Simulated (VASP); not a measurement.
MoS2, 6 atoms in the cell. The structure is hexagonal, space group P6_3/mmc (No. 194). The conventional cell has a = 3.029 Å, b = 3.029 Å, c = 13.519 Å, α = 90.00°, β = 90.00°, γ = 120.00°. Within 3.2 Å of Mo (site symmetry -6m2) lie 6 S at 2.42 Å and 6 Mo at 3.03 Å. S (site symmetry 3m) has 3 Mo at 2.42 Å and 6 S at 3.03 Å within 3.2 Å.  This cell differs from its parent crystal: volume 17.908 Å^3 an atom, c/a of the conventional cell 4.4628.

```yaml
Program: VASP 6.6.1
Task: single point
Functional: PBEsol
Potentials_or_basis: VASP PAW PBE potentials, release 64 (Mo_sv, S)
Cutoff: 520 eV
k_mesh: 12 × 12 × 4
Occupations: methfessel-paxton, width 0.152 eV
Spin: no spin polarisation
Dipole_correction: no
Further_INCAR_settings: ALGO = Normal; EDIFF = 1e-06; NBANDS = 35
```

Potentials or basis: VASP PAW PBE potentials, release 64 (Mo_sv, S).

Launch:

```bash
$ cat potpaw_PBE.64/Mo_sv/POTCAR potpaw_PBE.64/S/POTCAR > POTCAR
$ mpirun -np 1 vasp_std > vasp.out
```

Hardware: 1 thread of Intel(R) Xeon(R) 6975P-C (Granite Rapids), on a shared host.

How long does it take, and how much memory?

Wall time 86 s on 1 thread of Intel(R) Xeon(R) 6975P-C (Granite Rapids) (shared host), peak memory 0.33 GiB. Counts: scf iterations 16, k points 57.
